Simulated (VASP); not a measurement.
# SiC (P6_3mc) in VASP: a series of runs, part 2 of 2

VASP 6.6.1.

## Step 4: Single point, HSE06

This run uses another cell than the first one, of 10.34 Å³/atom.

Input file POSCAR:

```
SiC
1.0
    3.0753562455      0.0000000000      0.0000000000
   -1.5376781227      2.6633366343      0.0000000000
    0.0000000000      0.0000000000      5.0481081005
Si C
2 2
Direct
    0.3333333333      0.6666666667     -0.0004084047
    0.6666666667      0.3333333333      0.4995915953
    0.3333333333      0.6666666667      0.3754084047
    0.6666666667      0.3333333333      0.8754084047
```

Input file INCAR.step1:

```
SYSTEM = SiC
  ALGO = Normal
  EDIFF = 1E-5
  ENCUT = 520
  GGA = PE
  ISIF = 2
  ISMEAR = 0
  LASPH = .TRUE.
  LCHARG = .FALSE.
  LREAL = .FALSE.
  LWAVE = .TRUE.
  NBANDS = 16
  NELM = 100
  PREC = Accurate
  SIGMA = 0.01
```

Input file INCAR.step2:

```
SYSTEM = SiC
  ALGO = Normal
  EDIFF = 1E-6
  ENCUT = 520
  GGA = PE
  HFSCREEN = 0.2079
  ISIF = 2
  ISMEAR = 0
  ISTART = 1
  LASPH = .TRUE.
  LCHARG = .FALSE.
  LHFCALC = .TRUE.
  LREAL = .FALSE.
  LWAVE = .FALSE.
  NBANDS = 16
  NELM = 100
  PREC = Accurate
  PRECFOCK = Normal
  SIGMA = 0.01
```

Input file KPOINTS:

```
k-points
0
G
  6 6 4
  0 0 0
```

Potentials or basis: VASP PAW PBE potentials, release 64 (Si, C).

Command:

```console
> cat potpaw_PBE.64/Si/POTCAR potpaw_PBE.64/C/POTCAR > POTCAR
> cp INCAR.step1 INCAR
> mpirun -np 1 vasp_std > vasp.out
> cp INCAR.step2 INCAR
> mpirun -np 1 vasp_std > vasp.out
```

OUTCAR:

```text
SYSTEM = SiC
   EDIFF = 1E-6
   ENCUT = 520
   GGA = PE
   HFSCREEN = 0.2079
   ISIF = 2
   ISMEAR = 0
   ISTART = 1
   LASPH = .TRUE.
   LHFCALC = .TRUE.
   LREAL = .FALSE.
   NELM = 100
   PREC = Accurate
   PRECFOCK = Normal

 ion  position               nearest neighbor table
   1  0.333  0.667  1.000-   4 1.88   4 1.88   4 1.88   3 1.90   2 3.09   2 3.09   2 3.09   2 3.09
                             2 3.09   2 3.09
   2  0.667  0.333  0.500-   3 1.88   3 1.88   3 1.88   4 1.90   1 3.09   1 3.09   1 3.09   1 3.09
                             1 3.09   1 3.09
   3  0.333  0.667  0.375-   2 1.88   2 1.88   2 1.88   1 1.90
   4  0.667  0.333  0.875-   1 1.88   1 1.88   1 1.88   2 1.90

  LATTYP: Found a hexagonal cell.
 ALAT       =     3.0753562455
 C/A-ratio  =     1.6414710029

  Lattice vectors:

 A1 = (   3.0753562455,   0.0000000000,   0.0000000000)
 A2 = (  -1.5376781227,   2.6633366343,   0.0000000000)
 A3 = (   0.0000000000,   0.0000000000,   5.0481081005)

Analysis of symmetry for initial positions (statically):
=====================================================================
 Subroutine PRICEL returns:
[... 185 lines left out ...]
 cond. band min:      10.8329716175   @ k =   0.3333   0.3333   0.0000
 fundamental gap:      3.1626518907
 Fermi energy:         7.7955533360

 k-point     1 :       0.0000    0.0000    0.0000
  band No.  band energies     occupation
      1      -9.5067      2.00000
      2      -5.6589      2.00000
      3      -1.8679      2.00000
      4       6.2092      2.00000
      5       6.2092      2.00000
      6       7.5529      2.00000
[... 376 lines left out ...]
      3      -0.8190      2.00000
      4      -0.8190      2.00000
      5       1.5280      2.00000
      6       1.5280      2.00000
[... 8 lines left out ...]
     15      20.7026      0.00000
     16      20.7026      0.00000

------------------------ aborting loop because EDIFF is reached ----------------------------------------

  FORCE on cell =-STRESS in cart. coord.  units (eV):
  Direction    XX          YY          ZZ          XY          YZ          ZX
  --------------------------------------------------------------------------------------
  -------------------------------------------------------------------------------------
  Total       -0.3627562     -0.3627562     -0.4792825     -0.0000000      0.0000000      0.0000000
  in kB      -14.0564362    -14.0564362    -18.5717153     -0.0000000      0.0000000      0.0000000
  external PRESSURE =     -15.5615293 kB  Pullay stress =       0.0000000 kB

 VOLUME and BASIS-vectors are now :
 -----------------------------------------------------------------------------
  energy-cutoff  :      520.00
  volume of cell :       41.35
      direct lattice vectors                 reciprocal lattice vectors
     3.075356246  0.000000000  0.000000000     0.325165581  0.187734436  0.000000000
    -1.537678123  2.663336634  0.000000000     0.000000000  0.375468871  0.000000000
     0.000000000  0.000000000  5.048108101     0.000000000  0.000000000  0.198094015

 POSITION                                       TOTAL-FORCE (eV/Angst)
 -----------------------------------------------------------------------------------
     -0.00000      1.77556      5.04605        -0.000000      0.000000     -0.017908
      1.53768      0.88778      2.52199         0.000000     -0.000000     -0.017908
     -0.00000      1.77556      1.89510        -0.000000      0.000000      0.017908
      1.53768      0.88778      4.41916         0.000000     -0.000000      0.017908
 -----------------------------------------------------------------------------------
    total drift:                                0.000000     -0.000000     -0.000084

  FREE ENERGIE OF THE ION-ELECTRON SYSTEM (eV)
  ---------------------------------------------------
  free  energy   TOTEN  =       -34.8301635385 eV

  energy  without entropy=      -34.8301635385  energy(sigma->0) =      -34.83016354
```

OSZICAR.step1:

```text
N       E                     dE             d eps       ncg     rms          rms(c)
DAV:   1     0.279925906800E+02    0.27993E+02   -0.69815E+03   672   0.884E+02
DAV:   2    -0.311072086604E+02   -0.59100E+02   -0.53269E+02   992   0.163E+02
DAV:   3    -0.338085879778E+02   -0.27014E+01   -0.26935E+01   896   0.315E+01
DAV:   4    -0.338283805760E+02   -0.19793E-01   -0.19788E-01   792   0.332E+00
DAV:   5    -0.338285748388E+02   -0.19426E-03   -0.19426E-03   880   0.311E-01    0.125E+01
DAV:   6    -0.301832618607E+02    0.36453E+01   -0.65193E+00   848   0.157E+01    0.564E+00
DAV:   7    -0.301105304961E+02    0.72731E-01   -0.11087E+00   936   0.617E+00    0.249E+00
DAV:   8    -0.300938439951E+02    0.16687E-01   -0.46336E-02   760   0.138E+00    0.629E-01
DAV:   9    -0.300923080351E+02    0.15360E-02   -0.74926E-03   848   0.588E-01    0.123E-01
DAV:  10    -0.300926244674E+02   -0.31643E-03   -0.10137E-03   792   0.184E-01    0.571E-02
DAV:  11    -0.300926497790E+02   -0.25312E-04   -0.94418E-05   816   0.689E-02    0.135E-02
DAV:  12    -0.300926508363E+02   -0.10574E-05   -0.63238E-06   456   0.162E-02
   1 F= -.30092651E+02 E0= -.30092651E+02  d E =-.222603E-56
```

Wall time 39 min (1 thread of Intel Xeon 8259CL, shared host); peak memory 0.27 GiB.

What came out:

| Quantity | Value |
| --- | --- |
| Free energy | -34.8302 eV |
| Pressure | -1.6 GPa |
| Largest force | 0.018 eV/Å |
| Band gap on the k mesh | 3.16 eV (least direct gap 5.06 eV) |

Forces on the atoms (eV/Å):
```
Si   0.000  0.000 -0.018
Si   0.000  0.000 -0.018
C    0.000  0.000  0.018
C    0.000  0.000  0.018
```

Stress tensor (GPa, compression positive):
```
-1.41  0.00  0.00
 0.00 -1.41  0.00
 0.00  0.00 -1.86
```

Caveat: the PAW data sets were made with another functional, which shifts forces and pressure a little. A k mesh can miss the band edges.

## Step 5: The runs side by side

```tsv
level	cell	k mesh	grid for exact exchange (PRECFOCK)	share of exact exchange	screening parameter	gap on the mesh (eV)	pressure (GPa)
r2SCAN	a = 3.075, b = 3.075, c = 5.200 Å, angles 90.0, 90.0, 120.0°, 4 atoms, atomic positions A	12 × 12 × 6	-	-	-	2.51	-6.3
r2SCAN	a = 3.229, b = 3.229, c = 5.301 Å, angles 90.0, 90.0, 120.0°, 4 atoms, atomic positions B	12 × 12 × 6	-	-	-	2.86	-25.0
HSE06	a = 3.075, b = 3.075, c = 5.048 Å, angles 90.0, 90.0, 120.0°, 4 atoms, atomic positions C	6 × 6 × 4	Normal	0.25	0.2079 1/Å	3.16	-1.6
```

Alike in all rows: task single point; potentials or basis VASP PAW PBE potentials, release 64 (Si, C); no spin polarisation; cutoff (eV) 520; smearing gaussian 0.01 eV.

Caveats: the PAW data sets were made with another functional, which shifts forces and pressure a little; the stress differs along the axes, from -16 to -1 GPa (at least some runs); the cell stands under tension (at least some runs).

Total energies depend on the potentials used, so only differences within one code and one set of settings carry meaning.
